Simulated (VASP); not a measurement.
Write the native input for VASP 6.6.1 that does the following.

```yaml
Task: relaxation of cell and atoms
Functional: LDA
Potentials_or_basis: VASP PAW LDA potentials, release 64 (La, Mg, O)
Cutoff: 600 eV
k_mesh: 7 × 7 × 7
Occupations: fermi-dirac, width 0.1 eV
Spin: no spin polarisation
Target_pressure: 6 GPa
Dipole_correction: no
Further_INCAR_settings: ALGO = Normal; EDIFF = 1e-07; IBRION = 2; EDIFFG = -0.01; NSW = 100; ISIF = 3
```

The structure of LaMgO3 lies in POSCAR:

```
LaMgO3
1.0
    3.9457890000      0.0000000000      0.0000000000
    0.0000000000      3.9457890000      0.0000000000
    0.0000000000      0.0000000000      3.9457890000
La Mg O
1 1 3
Direct
    0.0000000000      0.0000000000      0.0000000000
    0.5000000000      0.5000000000      0.5000000000
    0.5000000000      0.5000000000      0.0000000000
    0.5000000000      0.0000000000      0.5000000000
    0.0000000000      0.5000000000      0.5000000000
```

One way to write it, as run:

INCAR

```
ALGO = Normal ; EDIFF = 1E-7
EDIFFG = -0.01 ; ENCUT = 600
IBRION = 2 ; ISIF = 3
ISMEAR = -1 ; LASPH = T
LCHARG = F ; LREAL = F
LWAVE = F ; NELM = 100
NSW = 100 ; PREC = Accurate
PSTRESS = 60.0 ; SIGMA = 0.1
```

KPOINTS

```
k-points
0
Gamma
  7 7 7
```

Potentials or basis: VASP PAW LDA potentials, release 64 (La, Mg, O).

Launch:

```sh
$ cat potpaw_LDA.64/La/POTCAR potpaw_LDA.64/Mg/POTCAR potpaw_LDA.64/O/POTCAR > POTCAR
$ mpirun -np 1 vasp_std > vasp.out
```

Results of the run:

| Property | Result |
| --- | --- |
| Relaxed volume | 10.96 Å³/atom |
| Relaxed cell | a = 3.798 Å, b = 3.798 Å, c = 3.798 Å, α = 90.00°, β = 90.00°, γ = 90.00° |
| Space group after relaxing (to 0.05 Å) | Pm-3m (No. 221) |
| Energy change on relaxing (the enthalpy is what falls) | -29.2 meV/atom |
| Ionic steps | 6 |
| Pressure after relaxing | 6.0 GPa |

Caveat: the cell is relaxed towards a set pressure, so the enthalpy falls and the energy may rise; an odd number of electrons without spin polarisation forces a metal; a magnetic or distorted state may lie lower.

It took 2.3 min on 1 thread of AMD EPYC 9R45 (Zen 5) (shared host), peak memory 0.16 GiB.
